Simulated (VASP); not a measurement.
# HfIN (R-3m) in VASP: a series of runs

Runs on HfIN. Level: LDA. Tasks: single point.

Everything below comes from runs of VASP 6.6.1. Logs are shortened: lines on timing, memory, paths and dates and some standing lists are left out, and cuts for length are marked.

## 1. The cell of the first run

The structure is trigonal, space group R-3m (No. 166). The conventional cell has a = 3.741 Å, b = 3.741 Å, c = 32.761 Å, α = 90.00°, β = 90.00°, γ = 120.00°. Within 2.8 Å of Hf (site symmetry 3m) lie 4 N at 2.15 to 2.20 Å. Within 4.1 Å of I (site symmetry 3m) lie 3 Hf at 3.10 Å and 3 N at 3.40 Å and 6 I at 3.74 Å. N (site symmetry 3m) has 4 Hf at 2.15 to 2.20 Å and 3 N at 2.78 Å within 2.8 Å.

## 2. Single point, LDA

File INCAR:

```
SYSTEM = HfIN
PREC = Accurate
ENCUT = 520
EDIFF = 1E-6
ISMEAR = 0
SIGMA = 0.01
LREAL = .FALSE.
LASPH = .TRUE.
NELM = 60
ALGO = Normal
ISIF = 2
LWAVE = .FALSE.
LCHARG = .TRUE.
LELF = .TRUE.
LVHAR = .TRUE.
NBANDS = 31
```

File KPOINTS:

```
Automatic mesh
0
G
  6 6 6
  0 0 0
```

File POSCAR:

```
HfIN
1.0
    1.8706782732      1.0800360297     10.9204885817
   -1.8706782732      1.0800360297     10.9204885817
    0.0000000000     -2.1600730727     10.9204885817
Hf I N
2 2 2
Direct
    0.7944020000      0.7944020000      0.7944020000
    0.2055980000      0.2055980000      0.2055980000
    0.3930470000      0.3930470000      0.3930470000
    0.6069530000      0.6069530000      0.6069530000
    0.1399440000      0.1399440000      0.1399440000
    0.8600560000      0.8600560000      0.8600560000
```

Potentials or basis: VASP PAW LDA potentials, release 64 (Hf_pv, I, N).

On the command line:

```sh
$ cat potpaw_LDA.64/Hf_pv/POTCAR potpaw_LDA.64/I/POTCAR potpaw_LDA.64/N/POTCAR > POTCAR
$ mpirun -np 1 vasp_std > vasp.out
```

OUTCAR:

```text
SYSTEM = HfIN
   PREC = Accurate
   ENCUT = 520
   EDIFF = 1E-6
   ISMEAR = 0
   LREAL = .FALSE.
   LASPH = .TRUE.
   NELM = 60
   ISIF = 2

 ion  position               nearest neighbor table
   1  0.794  0.794  0.794-   6 2.15   5 2.20   5 2.20   5 2.20   3 3.10   3 3.10   3 3.10   2 3.34
                             2 3.34   2 3.34
   2  0.206  0.206  0.206-   5 2.15   6 2.20   6 2.20   6 2.20   4 3.10   4 3.10   4 3.10   1 3.34
                             1 3.34   1 3.34
   3  0.393  0.393  0.393-   1 3.10   1 3.10   1 3.10
   4  0.607  0.607  0.607-   2 3.10   2 3.10   2 3.10
   5  0.140  0.140  0.140-   2 2.15   1 2.20   1 2.20   1 2.20
   6  0.860  0.860  0.860-   1 2.15   2 2.20   2 2.20   2 2.20

  LATTYP: Found a trigonal (rhomboedric) cell.
 ALAT       =    11.1320701530
 COS(alpha) =     0.9435223873

  Lattice vectors:

 A1 = (   1.8706782732,   1.0800360297,  10.9204885817)
 A2 = (  -1.8706782732,   1.0800360297,  10.9204885817)
 A3 = (   0.0000000000,  -2.1600730727,  10.9204885817)

Analysis of symmetry for initial positions (statically):
=====================================================================
 Subroutine PRICEL returns:
 Original cell was already a primitive cell.

 Routine SETGRP: Setting up the symmetry group for a
 trigonal (rhombohedral) supercell.

 Subroutine GETGRP returns: Found 12 space group operations
 (whereof 12 operations were pure point group operations)
 out of a pool of 12 trial point group operations.

The static configuration has the point symmetry D_3d.

Analysis of symmetry for dynamics (positions and initial velocities):
=====================================================================
 Subroutine PRICEL returns:
 Original cell was already a primitive cell.

 Routine SETGRP: Setting up the symmetry group for a
 trigonal (rhombohedral) supercell.

 Subroutine GETGRP returns: Found 12 space group operations
 (whereof 12 operations were pure point group operations)
 out of a pool of 12 trial point group operations.

The dynamic configuration has the point symmetry D_3d.

 Subroutine INISYM returns: Found 12 space group operations
 (whereof 12 operations are pure point group operations),
 and found     1 'primitive' translations

----------------------------------------------------------------------------------------

                                     Primitive cell

  volume of cell :     132.3826

  direct lattice vectors                    reciprocal lattice vectors
     1.870678273  1.080036030 10.920488582     0.267282732  0.154315791  0.030523670
    -1.870678273  1.080036030 10.920488582    -0.267282732  0.154315791  0.030523670
     0.000000000 -2.160073073 10.920488582     0.000000000 -0.308631583  0.030523655

  length of vectors
    11.132070153 11.132070153 11.132070182     0.310137255  0.310137255  0.310137304

  position of ions in fractional coordinates (direct lattice)
     0.794402000  0.794402000  0.794402000
     0.205598000  0.205598000  0.205598000
     0.393047000  0.393047000  0.393047000
     0.606953000  0.606953000  0.606953000
     0.139944000  0.139944000  0.139944000
     0.860056000  0.860056000  0.860056000

  ion indices of the primitive-cell ions
   primitive index   ion index
                 1           1
                 2           2
                 3           3
                 4           4
                 5           5
                 6           6

----------------------------------------------------------------------------------------

 KPOINTS: Automatic mesh

Automatic generation of k-mesh.
 Grid dimensions read from file:
 generate k-points for:    6    6    6

 Generating k-lattice:

  Cartesian coordinates                     Fractional coordinates (reciprocal lattice)
     0.044547122  0.025719299  0.005087278     0.166666667 -0.000000000 -0.000000000
    -0.044547122  0.025719299  0.005087278    -0.000000000  0.166666667 -0.000000000
     0.000000000 -0.051438597  0.005087276    -0.000000000 -0.000000000  0.166666667

  Length of vectors
     0.051689542  0.051689542  0.051689551

  Shift w.r.t. Gamma in fractional coordinates (k-lattice)
     0.000000000  0.000000000  0.000000000

 Subroutine IBZKPT returns following result:
 ===========================================

 Found     32 irreducible k-points:

 Following reciprocal coordinates:
            Coordinates               Weight
  0.000000  0.000000  0.000000      1.000000
  0.166667  0.000000 -0.000000      6.000000
  0.333333  0.000000  0.000000      6.000000
  0.500000  0.000000 -0.000000      3.000000
  0.166667  0.166667 -0.000000      6.000000
  0.333333  0.166667 -0.000000     12.000000
[... 16 lines left out ...]
  0.500000  0.500000  0.166667      6.000000
 -0.333333  0.500000  0.166667     12.000000
 [... further k-points ...]
   k-points           NKPTS =     32   k-points in BZ     NKDIM =     32   number of bands    NBANDS=     31
   number of dos      NEDOS =    301   number of ions     NIONS =      6
   total plane-waves  NPLWV = 592704
   dimension x,y,z NGX =    84 NGY =   84 NGZ =   84
   dimension x,y,z NGXF=   168 NGYF=  168 NGZF=  168
   ions per type =               2   2   2
   NGX,Y,Z   is equivalent  to a cutoff of  12.54, 12.54, 12.54 a.u.
   NGXF,Y,Z  is equivalent  to a cutoff of  25.09, 25.09, 25.09 a.u.
 SYSTEM =  HfIN
   PREC   = accura    normal or accurate (medium, high low for compatibility)
   ISTART =      0    job   : 0-new  1-cont  2-samecut
   ICHARG =      2    charge: 1-file 2-atom 10-const
   ISPIN  =      1    spin polarized calculation?
   LNONCOLLINEAR =      F non collinear calculations
   LSORBIT =      F    spin-orbit coupling
   LASPH  =      T    aspherical Exc in radial PAW
   ENCUT  =  520.0 eV  38.22 Ry    6.18 a.u.  20.70 20.70 20.70*2*pi/ulx,y,z
   NELM   =     60;   NELMIN=  2; NELMDL= -5     # of ELM steps
   EDIFF  = 0.1E-05   stopping-criterion for ELM
   LREAL  =      F    real-space projection
   EDIFFG = 0.1E-04   stopping-criterion for IOM
   NSW    =      0    number of steps for IOM
   IBRION =     -1    ionic relax: 0-MD 1-quasi-New 2-CG
   NFREE  =      0    steps in history (QN), initial steepest desc. (CG)
   ISIF   =      2    stress and relaxation
   ISYM   =      2    0-nonsym 1-usesym 2-fastsym
   POTIM  = 0.5000    time-step for ionic-motion
   TEBEG  =    0.0;   TEEND  =   0.0 temperature during run
   PSTRESS=    0.0 pullay stress
   NELECT =      44.0000    total number of electrons
   NUPDOWN=      -1.0000    fix difference up-down
   EMIN   =  10.00;   EMAX   =-10.00  energy-range for DOS
   EFERMI =   0.00;   METHOD = LEGACY
   ISMEAR =     0;   SIGMA  =   0.01  broadening in eV -4-tet -1-fermi 0-gaus
   EFERMI_NEDOS =   21; number of points for ismear=-14 and -15
   IALGO  =     38    algorithm
   IMIX   =      4    mixing-type and parameters
     AMIX     =   0.40;   BMIX     =  1.00
     AMIX_MAG =   1.60;   BMIX_MAG =  1.00
  volume/ion in A,a.u.               =      22.06       148.89
  Fermi-wavevector in a.u.,A,eV,Ry     =   1.134006  2.142961 17.496687  1.285970
  Thomas-Fermi vector in A             =   2.270710
   LORBIT       =      0    0 simple, 1 ext, 2 COOP (PROOUT), +10 PAW based schemes
   GGA     = CA    functional components
   LHFCALC =     F    Hartree Fock is set to
   AEXX    =    0.0000 exact exchange contribution
   IVDW    =     0    specifies the selected vdW correction
   LEPSILON=     F    determine dielectric tensor
   LRPA    =     F    only Hartree local field effects (RPA)
 non-spin polarized calculation
 Gauss-broadening in eV      SIGMA  =   0.01
  energy-cutoff  :      520.00
  volume of cell :      132.38
 maximum number of plane-waves:      3581
   NGX = 41   NGY = 41   NGZ = 41

 number of electron      44.0000000 magnetization

 Free energy of the ion-electron system (eV)
  ---------------------------------------------------
  ext. energy  EPLUGINS =         0.00000000
  ---------------------------------------------------
  free energy    TOTEN  =       -52.61956729 eV

  energy without entropy =      -52.61956729  energy(sigma->0) =      -52.61956729

 E-fermi :   4.4916     XC(G=0): -10.0826

 val. band max:        4.4457845980   @ k =   0.5000   0.5000   0.5000
 cond. band min:       5.3332451757   @ k =  -0.3333   0.3333   0.0000
 fundamental gap:      0.8874605777
 Fermi energy:         4.4916335159

 k-point     1 :       0.0000    0.0000    0.0000
  band No.  band energies     occupation
      1     -26.5068      2.00000
      2     -26.3140      2.00000
      3     -26.3140      2.00000
      4     -26.2502      2.00000
      5     -26.2502      2.00000
      6     -26.2251      2.00000
[... 23 lines left out ...]
     30      10.8470      0.00000
     31      11.2331      0.00000

 k-point     2 :       0.1667    0.0000   -0.0000
  band No.  band energies     occupation
      1     -26.5018      2.00000
      2     -26.3741      2.00000
      3     -26.3276      2.00000
      4     -26.2804      2.00000
      5     -26.2563      2.00000
      6     -26.2179      2.00000
[... 23 lines left out ...]
     30       9.9442      0.00000
     31      10.2923      0.00000

 k-point     3 :       0.3333    0.0000    0.0000
  band No.  band energies     occupation
      1     -26.5121      2.00000
      2     -26.4743      2.00000
      3     -26.3538      2.00000
      4     -26.3103      2.00000
      5     -26.2694      2.00000
      6     -26.2307      2.00000
[... 23 lines left out ...]
     30       9.5164      0.00000
     31       9.5365      0.00000

 k-point     4 :       0.5000    0.0000   -0.0000
  band No.  band energies     occupation
      1     -26.5284      2.00000
      2     -26.5234      2.00000
      3     -26.3665      2.00000
      4     -26.2997      2.00000
      5     -26.2763      2.00000
      6     -26.2511      2.00000
[... 23 lines left out ...]
     30       8.8713      0.00000
     31       9.2544      0.00000

 k-point     5 :       0.1667    0.1667   -0.0000
  band No.  band energies     occupation
      1     -26.5018      2.00000
      2     -26.3741      2.00000
      3     -26.3276      2.00000
      4     -26.2804      2.00000
      5     -26.2563      2.00000
      6     -26.2179      2.00000
[... 23 lines left out ...]
     30       9.9824      0.00000
     31      10.2907      0.00000
[... 542 lines left out ...]
     30       9.3902      0.00000
     31       9.7157      0.00000

 k-point    22 :      -0.1667    0.3333    0.1667
  band No.  band energies     occupation
      1     -26.5178      2.00000
      2     -26.5014      2.00000
      3     -26.3940      2.00000
      4     -26.3063      2.00000
      5     -26.2836      2.00000
      6     -26.2432      2.00000
[... 23 lines left out ...]
     30       9.5084      0.00000
     31       9.6852      0.00000

 k-point    23 :       0.5000    0.5000    0.1667
  band No.  band energies     occupation
      1     -26.5121      2.00000
      2     -26.4743      2.00000
      3     -26.3538      2.00000
      4     -26.3103      2.00000
      5     -26.2694      2.00000
      6     -26.2307      2.00000
[... 23 lines left out ...]
     30       9.4312      0.00000
     31       9.4600      0.00000

 k-point    24 :      -0.3333    0.5000    0.1667
  band No.  band energies     occupation
      1     -26.5178      2.00000
      2     -26.5014      2.00000
      3     -26.3940      2.00000
      4     -26.3063      2.00000
      5     -26.2836      2.00000
      6     -26.2432      2.00000
[... 23 lines left out ...]
     30       9.4138      0.00000
     31       9.7476      0.00000

 [... further k-points ...]

------------------------ aborting loop because EDIFF is reached ----------------------------------------

  FORCE on cell =-STRESS in cart. coord.  units (eV):
  Direction    XX          YY          ZZ          XY          YZ          ZX
  --------------------------------------------------------------------------------------
  -------------------------------------------------------------------------------------
  Total       -7.4803585     -7.4803552     -6.9720588      0.0000000      0.0000002      0.0000000
  in kB      -90.5320166    -90.5319769    -84.3802523      0.0000000      0.0000026      0.0000000
  external PRESSURE =     -88.4814153 kB  Pullay stress =       0.0000000 kB

 VOLUME and BASIS-vectors are now :
 -----------------------------------------------------------------------------
  energy-cutoff  :      520.00
  volume of cell :      132.38
      direct lattice vectors                 reciprocal lattice vectors
     1.870678273  1.080036030 10.920488582     0.267282732  0.154315791  0.030523670
    -1.870678273  1.080036030 10.920488582    -0.267282732  0.154315791  0.030523670
     0.000000000 -2.160073073 10.920488582     0.000000000 -0.308631583  0.030523655

 POSITION                                       TOTAL-FORCE (eV/Angst)
 -----------------------------------------------------------------------------------
      0.00000     -0.00000     26.02577         0.000000     -0.000000      0.604151
      0.00000     -0.00000      6.73569         0.000000      0.000000     -0.604151
      0.00000     -0.00000     12.87680         0.000000     -0.000000      0.606472
      0.00000     -0.00000     19.88467         0.000000      0.000000     -0.606472
      0.00000     -0.00000      4.58477         0.000000     -0.000000      0.173148
      0.00000     -0.00000     28.17670         0.000000      0.000000     -0.173148
 -----------------------------------------------------------------------------------
    total drift:                               -0.000000     -0.000000      0.000000

  FREE ENERGIE OF THE ION-ELECTRON SYSTEM (eV)
  ---------------------------------------------------
  free  energy   TOTEN  =       -52.6195672911 eV

  energy  without entropy=      -52.6195672911  energy(sigma->0) =      -52.61956729
```

Wall time 21 min (1 thread of Intel Xeon Platinum 8559C (Emerald Rapids), shared host); peak memory 0.78 GiB.

Results:

```yaml
Free_energy: -52.6196 eV
Pressure: -8.8 GPa
Largest_force: 0.606 eV/Å
Band_gap_on_the_k_mesh: 0.89 eV (least direct gap 2.04 eV)
```

Forces on the atoms (eV/Å):
```
Hf   0.000  0.000  0.604
Hf   0.000  0.000 -0.604
I    0.000  0.000  0.606
I    0.000  0.000 -0.606
N    0.000  0.000  0.173
N    0.000  0.000 -0.173
```

Caveat: the cell stands under tension; spin-orbit coupling is left out, which moves the levels of the heavy elements.

(Continued in part 2 of 2.)
